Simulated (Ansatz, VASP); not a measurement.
One calculation of SnSe2, two programs

```
Sn Se
1.0
     3.81100    0.00000    0.00000
    -1.90550    3.30042    0.00000
     0.00000    0.00000    6.13600
Sn Se
1 2
Direct
  0.00000 0.00000 0.00000
  0.33333 0.66667 0.24900
  0.66667 0.33333 0.75100
```

Alike in both runs: task single point; functional PBE; k mesh 6 × 6 × 3; no spin polarisation.

|  | VASP | Ansatz |
| --- | --- | --- |
| version | VASP 6.6.1 | Ansatz 0.2.0 |
| potentials or method | VASP PAW PBE potentials, release 64 (Sn_d, Se) | plane waves, PAW |
| plane-wave cutoff (eV) | 520 | 420 |
| occupations | gaussian, width 0.01 eV | fixed |
| valence electrons in the cell | 26 | 46 |

```tsv
	VASP	Ansatz	Ansatz less VASP
gap on the k mesh at the Fermi level (eV)	0.77	0.77	+0.007
```

VASP's potentials hold 26 valence electrons a cell and Ansatz's 46, so a difference there can come from the potentials and not from the codes.
